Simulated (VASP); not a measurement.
The system is MgSi2N.

```
Mg Si N
1.0
     2.13528    1.23281    3.86931
    -2.13528    1.23281    3.86931
     0.00000   -2.46561    3.86931
Mg Si N
1 2 1
Direct
  0.50000 0.50000 0.50000
  0.33109 0.33109 0.33109
  0.66891 0.66891 0.66891
  0.00000 0.00000 0.00000
```

The cell was generated, and may not be a known phase.

```yaml
Program: VASP 6.6.1
Task: relaxation of cell and atoms
Functional: PBE
Potentials_or_basis: VASP PAW PBE potentials, release 64 (Mg_sv, Si, N)
Cutoff: 840 eV
k_mesh: 6 × 6 × 6
Occupations: gaussian, width 0.1 eV
Spin: no spin polarisation
```

At the start: pressure 23.5 GPa; volume 15.28 Å³/atom.

How do energy, volume and symmetry change on relaxing?

Over 19 steps the energy falls by 1381.1 meV/atom and the volume is 15.10 Å³/atom (-1.1 %); space group R-3m (No. 166, to 0.1 Å) before and after.

Step by step:
| step | energy change (eV) | largest force (eV/Å) | pressure (GPa) | volume (Å³) |
| --- | --- | --- | --- | --- |
| 1 | 0.0000 | 9.2707 | 23.45 | 61.11 |
| 2 | -4.5152 | 0.1092 | -13.43 | 78.31 |
| 3 | -4.6227 | 0.3754 | -8.88 | 71.13 |
| 4 | -4.6383 | 0.2581 | -9.85 | 72.19 |
| 5 | -5.1887 | 0.8569 | -2.23 | 62.68 |
| 6 | -5.2265 | 1.0640 | 1.16 | 60.36 |
| 7 | -5.2272 | 1.1036 | 1.85 | 59.95 |
| 8 | -5.3383 | 0.7181 | 1.92 | 59.27 |
| 9 | -5.4466 | 0.2918 | 2.58 | 58.14 |
| 10 | -5.1852 | 1.3547 | 6.34 | 55.73 |
| 11 | -5.4576 | 0.2383 | 2.89 | 57.62 |
| 12 | -5.4600 | 0.0766 | 2.71 | 57.78 |
| 13 | -5.4924 | 0.2831 | -1.13 | 60.51 |
| 14 | -5.4924 | 0.2819 | -1.10 | 60.50 |
| 15 | -5.5203 | 0.1341 | -0.88 | 60.83 |
| 16 | -5.5231 | 0.0748 | -0.78 | 60.94 |
| 17 | -5.5231 | 0.0682 | -0.78 | 60.95 |
| 18 | -5.5234 | 0.0321 | 0.74 | 59.94 |
| 19 | -5.5246 | 0.0158 | 0.02 | 60.41 |

Final structure:
```
CELL_PARAMETERS angstrom
1.80271 1.04079 5.36638
-1.80271 1.04079 5.36638
0.00000 -2.08159 5.36638
ATOMIC_POSITIONS crystal
Mg 0.50000 0.50000 0.50000
Si 0.28836 0.28836 0.28836
Si 0.71164 0.71164 0.71164
N 0.00000 0.00000 0.00000
```

Caveat: a cell axis changed by over 15 % at a fixed basis, so the end point is rough; an odd number of electrons without spin polarisation forces a metal; a magnetic or distorted state may lie lower.
